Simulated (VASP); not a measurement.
# SnO (P6_3/mmc) in VASP: further runs

Runs on SnO. Level: PBE. Tasks: single point.

Everything below comes from runs of VASP 6.6.1. Logs are shortened: lines on timing, memory, paths and dates and some standing lists are left out, and cuts for length are marked.

**1. The cell of the first run**

Symmetry: P6_3/mmc, No. 194, hexagonal system. Conventional cell: a = 3.316 Å, b = 3.316 Å, c = 6.388 Å, α = 90.00°, β = 90.00°, γ = 120.00°. Within 3.3 Å of Sn (site symmetry -6m2) lie 6 O at 2.49 Å. O (site symmetry -3m) has 6 Sn at 2.49 Å and 2 O at 3.19 Å within 3.3 Å.

**2. Single point, PBE**

INCAR reads:

```
SYSTEM = SnO
ALGO = Normal
EDIFF = 1E-6
ENCUT = 520
GGA = PE
ISIF = 2
ISMEAR = 0
LASPH = .TRUE.
LCHARG = .TRUE.
LELF = .TRUE.
LREAL = .FALSE.
LVHAR = .TRUE.
LWAVE = .FALSE.
NBANDS = 28
NELM = 80
PREC = Accurate
SIGMA = 0.1
```

KPOINTS reads:

```
k-points
0
G
  6 6 4
  0 0 0
```

POSCAR reads:

```
SnO
1.0
    3.3158679500      0.0000000000      0.0000000000
   -1.6579339800      2.8716258800      0.0000000000
    0.0000000000      0.0000000000      6.3883928700
Sn O
2 2
Direct
    0.3333333300      0.6666666700      0.2500000000
    0.6666666700      0.3333333300      0.7500000000
    0.0000000000      0.0000000000      0.0000000000
    0.0000000000      0.0000000000      0.5000000000
```

Potentials or basis: VASP PAW PBE potentials, release 64 (Sn_d, O).

Command:

```
cat potpaw_PBE.64/Sn_d/POTCAR potpaw_PBE.64/O/POTCAR > POTCAR
mpirun -np 1 vasp_std > vasp.out
```

OUTCAR:

```text
SYSTEM = SnO
   EDIFF = 1E-6
   ENCUT = 520
   GGA = PE
   ISIF = 2
   ISMEAR = 0
   LASPH = .TRUE.
   LREAL = .FALSE.
   NELM = 80
   PREC = Accurate

 ion  position               nearest neighbor table
   1  0.333  0.667  0.250-   3 2.49   4 2.49   3 2.49   4 2.49   3 2.49   4 2.49   2 3.72   2 3.72
                             2 3.72   2 3.72   2 3.72   2 3.72
   2  0.667  0.333  0.750-   3 2.49   4 2.49   3 2.49   4 2.49   3 2.49   4 2.49   1 3.72   1 3.72
                             1 3.72   1 3.72   1 3.72   1 3.72
   3  0.000  0.000  0.000-   1 2.49   2 2.49   2 2.49   1 2.49   2 2.49   1 2.49
   4  0.000  0.000  0.500-   1 2.49   2 2.49   2 2.49   1 2.49   2 2.49   1 2.49

  LATTYP: Found a hexagonal cell.
 ALAT       =     3.3158679500
 C/A-ratio  =     1.9266125691

  Lattice vectors:

 A1 = (   3.3158679500,   0.0000000000,   0.0000000000)
 A2 = (  -1.6579339800,   2.8716258800,   0.0000000000)
 A3 = (   0.0000000000,   0.0000000000,   6.3883928700)

Analysis of symmetry for initial positions (statically):
=====================================================================
 Subroutine PRICEL returns:
 Original cell was already a primitive cell.

 Routine SETGRP: Setting up the symmetry group for a
 hexagonal supercell.

 Subroutine GETGRP returns: Found 24 space group operations
 (whereof 12 operations were pure point group operations)
 out of a pool of 24 trial point group operations.

The static configuration has the point symmetry D_3d.
 The point group associated with its full space group is D_6h.

Analysis of symmetry for dynamics (positions and initial velocities):
=====================================================================
 Subroutine PRICEL returns:
 Original cell was already a primitive cell.

 Routine SETGRP: Setting up the symmetry group for a
 hexagonal supercell.

 Subroutine GETGRP returns: Found 24 space group operations
 (whereof 12 operations were pure point group operations)
 out of a pool of 24 trial point group operations.

The dynamic configuration has the point symmetry D_3d.
 The point group associated with its full space group is D_6h.

 Subroutine INISYM returns: Found 24 space group operations
 (whereof 12 operations are pure point group operations),
 and found     1 'primitive' translations

----------------------------------------------------------------------------------------

                                     Primitive cell

  volume of cell :      60.8298

  direct lattice vectors                    reciprocal lattice vectors
     3.315867950  0.000000000  0.000000000     0.301580164  0.174117389  0.000000000
    -1.657933980  2.871625880  0.000000000     0.000000000  0.348234778  0.000000000
     0.000000000  0.000000000  6.388392870     0.000000000  0.000000000  0.156533892

  length of vectors
     3.315867950  3.315867952  6.388392870     0.348234778  0.348234778  0.156533892

  position of ions in fractional coordinates (direct lattice)
     0.333333330  0.666666670  0.250000000
     0.666666670  0.333333330  0.750000000
     0.000000000  0.000000000  0.000000000
     0.000000000  0.000000000  0.500000000

  ion indices of the primitive-cell ions
   primitive index   ion index
                 1           1
                 2           2
                 3           3
                 4           4

----------------------------------------------------------------------------------------

 KPOINTS: k-points

Automatic generation of k-mesh.
 Grid dimensions read from file:
 generate k-points for:    6    6    4

 Generating k-lattice:

  Cartesian coordinates                     Fractional coordinates (reciprocal lattice)
     0.050263361  0.029019565  0.000000000     0.166666667  0.000000000  0.000000000
     0.000000000  0.058039130  0.000000000     0.000000000  0.166666667  0.000000000
     0.000000000  0.000000000  0.039133473     0.000000000  0.000000000  0.250000000

  Length of vectors
     0.058039130  0.058039130  0.039133473

  Shift w.r.t. Gamma in fractional coordinates (k-lattice)
     0.000000000  0.000000000  0.000000000

 Subroutine IBZKPT returns following result:
 ===========================================

 Found     21 irreducible k-points:

 Following reciprocal coordinates:
            Coordinates               Weight
  0.000000  0.000000  0.000000      1.000000
  0.166667 -0.000000  0.000000      6.000000
  0.333333  0.000000  0.000000      6.000000
  0.500000  0.000000  0.000000      3.000000
  0.166667  0.166667  0.000000      6.000000
  0.333333  0.166667  0.000000     12.000000
[... 13 lines left out ...]
  0.333333  0.166667  0.500000     12.000000
  0.333333  0.333333  0.500000      2.000000
   k-points           NKPTS =     21   k-points in BZ     NKDIM =     21   number of bands    NBANDS=     28
   number of dos      NEDOS =    301   number of ions     NIONS =      4
   total plane-waves  NPLWV =  37632
   dimension x,y,z NGX =    28 NGY =   28 NGZ =   48
   dimension x,y,z NGXF=    56 NGYF=   56 NGZF=   96
   ions per type =               2   2
   NGX,Y,Z   is equivalent  to a cutoff of  14.04, 14.04, 12.49 a.u.
   NGXF,Y,Z  is equivalent  to a cutoff of  28.08, 28.08, 24.98 a.u.
 SYSTEM =  SnO
   PREC   = accura    normal or accurate (medium, high low for compatibility)
   ISTART =      0    job   : 0-new  1-cont  2-samecut
   ICHARG =      2    charge: 1-file 2-atom 10-const
   ISPIN  =      1    spin polarized calculation?
   LNONCOLLINEAR =      F non collinear calculations
   LSORBIT =      F    spin-orbit coupling
   LASPH  =      T    aspherical Exc in radial PAW
   ENCUT  =  520.0 eV  38.22 Ry    6.18 a.u.   6.17  6.17 11.88*2*pi/ulx,y,z
   NELM   =     80;   NELMIN=  2; NELMDL= -5     # of ELM steps
   EDIFF  = 0.1E-05   stopping-criterion for ELM
   LREAL  =      F    real-space projection
   EDIFFG = 0.1E-04   stopping-criterion for IOM
   NSW    =      0    number of steps for IOM
   IBRION =     -1    ionic relax: 0-MD 1-quasi-New 2-CG
   NFREE  =      0    steps in history (QN), initial steepest desc. (CG)
   ISIF   =      2    stress and relaxation
   ISYM   =      2    0-nonsym 1-usesym 2-fastsym
   POTIM  = 0.5000    time-step for ionic-motion
   TEBEG  =    0.0;   TEEND  =   0.0 temperature during run
   PSTRESS=    0.0 pullay stress
   NELECT =      40.0000    total number of electrons
   NUPDOWN=      -1.0000    fix difference up-down
   EMIN   =  10.00;   EMAX   =-10.00  energy-range for DOS
   EFERMI =   0.00;   METHOD = LEGACY
   ISMEAR =     0;   SIGMA  =   0.10  broadening in eV -4-tet -1-fermi 0-gaus
   EFERMI_NEDOS =   21; number of points for ismear=-14 and -15
   IALGO  =     38    algorithm
   IMIX   =      4    mixing-type and parameters
     AMIX     =   0.40;   BMIX     =  1.00
     AMIX_MAG =   1.60;   BMIX_MAG =  1.00
  volume/ion in A,a.u.               =      15.21       102.63
  Fermi-wavevector in a.u.,A,eV,Ry     =   1.423604  2.690222 27.574233  2.026649
  Thomas-Fermi vector in A             =   2.544184
   LORBIT       =      0    0 simple, 1 ext, 2 COOP (PROOUT), +10 PAW based schemes
   GGA     = PE    functional components
   LHFCALC =     F    Hartree Fock is set to
   AEXX    =    0.0000 exact exchange contribution
   IVDW    =     0    specifies the selected vdW correction
   LEPSILON=     F    determine dielectric tensor
   LRPA    =     F    only Hartree local field effects (RPA)
 non-spin polarized calculation
 Gauss-broadening in eV      SIGMA  =   0.10
  energy-cutoff  :      520.00
  volume of cell :       60.83
 maximum number of plane-waves:      1656
 NGX is ok and might be reduce to    28
   NGX = 13   NGY = 13   NGZ = 23

 number of electron      40.0000000 magnetization

 Free energy of the ion-electron system (eV)
  ---------------------------------------------------
  ext. energy  EPLUGINS =         0.00000000
  ---------------------------------------------------
  free energy    TOTEN  =       -20.72963691 eV

  energy without entropy =      -20.72815715  energy(sigma->0) =      -20.72889703

 E-fermi :   8.7077     XC(G=0): -11.2371

 val. band max:        8.4627158218   @ k =   0.1667  -0.0000   0.0000
 cond. band min:       8.7760478635   @ k =   0.5000   0.0000   0.2500
 fundamental gap:      0.3133320417
 Fermi energy:         8.7077132994

 k-point     1 :       0.0000    0.0000    0.0000
  band No.  band energies     occupation
      1     -12.9957      2.00000
      2     -12.9761      2.00000
      3     -12.9761      2.00000
      4     -12.9700      2.00000
      5     -12.9654      2.00000
      6     -12.9654      2.00000
[... 20 lines left out ...]
     27      17.6466      0.00000
     28      19.2996      0.00000

 k-point     2 :       0.1667   -0.0000    0.0000
  band No.  band energies     occupation
      1     -13.0064      2.00000
      2     -12.9864      2.00000
      3     -12.9574      2.00000
      4     -12.9388      2.00000
      5     -12.9340      2.00000
      6     -12.9251      2.00000
[... 20 lines left out ...]
     27      16.9637      0.00000
     28      19.5164      0.00000

 k-point     3 :       0.3333    0.0000    0.0000
  band No.  band energies     occupation
      1     -13.0665      2.00000
      2     -13.0635      2.00000
      3     -13.0114      2.00000
      4     -12.9117      2.00000
      5     -12.8978      2.00000
      6     -12.8953      2.00000
[... 20 lines left out ...]
     27      16.6163      0.00000
     28      18.3928      0.00000

 k-point     4 :       0.5000    0.0000    0.0000
  band No.  band energies     occupation
      1     -13.1254      2.00000
      2     -13.0960      2.00000
      3     -13.0256      2.00000
      4     -12.9304      2.00000
      5     -12.9051      2.00000
      6     -12.8658      2.00000
[... 485 lines left out ...]
     27      18.7570      0.00000
     28      18.7570      0.00000

 k-point    20 :       0.3333    0.1667    0.5000
  band No.  band energies     occupation
      1     -13.0652      2.00000
      2     -13.0652      2.00000
      3     -12.9790      2.00000
      4     -12.9790      2.00000
      5     -12.8975      2.00000
      6     -12.8975      2.00000
[... 20 lines left out ...]
     27      17.7044      0.00000
     28      17.7044      0.00000

 k-point    21 :       0.3333    0.3333    0.5000
  band No.  band energies     occupation
      1     -13.0504      2.00000
      2     -13.0504      2.00000
      3     -12.9369      2.00000
      4     -12.9369      2.00000
      5     -12.9046      2.00000
      6     -12.9046      2.00000
[... 20 lines left out ...]
     27      17.8306      0.00000
     28      17.8306      0.00000

------------------------ aborting loop because EDIFF is reached ----------------------------------------

  FORCE on cell =-STRESS in cart. coord.  units (eV):
  Direction    XX          YY          ZZ          XY          YZ          ZX
  --------------------------------------------------------------------------------------
  -------------------------------------------------------------------------------------
  Total        1.9348641      1.9348641      2.1203919     -0.0000000      0.0000000      0.0000000
  in kB       50.9617506     50.9617506     55.8483079     -0.0000001      0.0000000      0.0000000
  external PRESSURE =      52.5906031 kB  Pullay stress =       0.0000000 kB

 VOLUME and BASIS-vectors are now :
 -----------------------------------------------------------------------------
  energy-cutoff  :      520.00
  volume of cell :       60.83
      direct lattice vectors                 reciprocal lattice vectors
     3.315867950  0.000000000  0.000000000     0.301580164  0.174117389  0.000000000
    -1.657933980  2.871625880  0.000000000     0.000000000  0.348234778  0.000000000
     0.000000000  0.000000000  6.388392870     0.000000000  0.000000000  0.156533892

 POSITION                                       TOTAL-FORCE (eV/Angst)
 -----------------------------------------------------------------------------------
     -0.00000      1.91442      1.59710        -0.000000      0.000000      0.000000
      1.65793      0.95721      4.79129         0.000000     -0.000000      0.000000
      0.00000      0.00000      0.00000        -0.000000     -0.000000      0.000000
      0.00000      0.00000      3.19420        -0.000000     -0.000000      0.000000
 -----------------------------------------------------------------------------------
    total drift:                               -0.000010      0.000006      0.000000

  FREE ENERGIE OF THE ION-ELECTRON SYSTEM (eV)
  ---------------------------------------------------
  free  energy   TOTEN  =       -20.7296369077 eV

  energy  without entropy=      -20.7281571475  energy(sigma->0) =      -20.72889703
```

It took 26 s on 1 thread of Intel Xeon 6975P-C (Granite Rapids), shared host; peak memory 0.18 GiB.

Results:

- Free energy: -20.7296 eV
- Pressure: 5.3 GPa
- Band gap on the k mesh: zero (band 20 reaches 8.98 eV, above the bottom of band 21 at 8.78 eV)

Stress tensor (GPa, compression positive):
```
5.10 0.00 0.00
0.00 5.10 0.00
0.00 0.00 5.58
```

Levels at points of the mesh, in eV from the Fermi level:
| k point | band 17 | band 18 | band 19 | band 20 | band 21 | band 22 | band 23 | band 24 |
| --- | --- | --- | --- | --- | --- | --- | --- | --- |
| (0.00, 0.00, 0.00) | -3.10 | -2.79 | -2.79 | 0.28 | 0.30 | 6.38 | 6.38 | 7.64 |
| (0.50, 0.00, 0.00) | -4.06 | -3.08 | -3.01 | -1.54 | 0.89 | 2.68 | 3.65 | 4.68 |
| (0.00, 0.00, 0.50) | -2.95 | -2.95 | -2.39 | -2.39 | 3.80 | 3.80 | 7.40 | 7.40 |
| (0.50, 0.00, 0.50) | -3.61 | -3.61 | -1.56 | -1.56 | 0.78 | 0.78 | 5.59 | 5.59 |

Caveat: the k points lie up to 0.36 Å⁻¹ apart; spin-orbit coupling is left out, which moves the levels of the heavy elements.

**3. Single point, PBE**

This run uses another cell than the first one, of 16.20 Å³/atom, 1.066 times its volume.

INCAR reads:

```
SYSTEM = SnO
PREC = Accurate
ENCUT = 520
EDIFF = 1E-7
ISMEAR = 0
SIGMA = 0.1
LREAL = .False.
LASPH = .True.
NELM = 100
ALGO = Normal
ISIF = 2
LWAVE = .False.
LCHARG = .False.
GGA = PE
NBANDS = 28
```

KPOINTS reads:

```
regular mesh
0
Gamma
  18 18 8
  0 0 0
```

POSCAR reads:

```
SnO
1.0
    3.4243740624      0.0000000000      0.0000000000
   -1.7121870312      2.9655949301      0.0000000000
    0.0000000000      0.0000000000      6.3823931309
Sn O
2 2
Direct
    0.3333333333      0.6666666667      0.2500000000
    0.6666666667      0.3333333333      0.7500000000
    0.0000000000      0.0000000000      0.0000000000
    0.0000000000      0.0000000000      0.5000000000
```

Potentials or basis: VASP PAW PBE potentials, release 64 (Sn_d, O).

Command:

```
cat potpaw_PBE.64/Sn_d/POTCAR potpaw_PBE.64/O/POTCAR > POTCAR
mpirun -np 1 vasp_std > vasp.out
```

Run time: 2.8 min. Hardware: 1 thread of Intel Xeon 6975P-C (Granite Rapids), shared host; peak memory 0.38 GiB.

The run converged. Its results:

| Item | Value |
| --- | --- |
| Free energy | -20.7999 eV |
| Pressure | 0.0 GPa |
| Band gap on the k mesh | zero (band 20 reaches 8.03 eV, above the bottom of band 21 at 7.81 eV) |

Levels at points of the mesh, in eV from the Fermi level:
| k point | band 18 | band 19 | band 20 | band 21 | band 22 | band 23 |
| --- | --- | --- | --- | --- | --- | --- |
| (0.00, 0.00, 0.00) | -2.59 | -2.59 | 0.13 | 0.26 | 5.74 | 5.74 |
| (0.50, 0.00, 0.00) | -2.84 | -2.62 | -1.26 | 0.75 | 2.74 | 3.46 |
| (0.00, 0.00, 0.50) | -2.77 | -2.25 | -2.25 | 3.68 | 3.68 | 6.74 |
| (0.50, 0.00, 0.50) | -3.38 | -1.52 | -1.52 | 0.94 | 0.94 | 5.30 |

Caveat: spin-orbit coupling is left out, which moves the levels of the heavy elements.
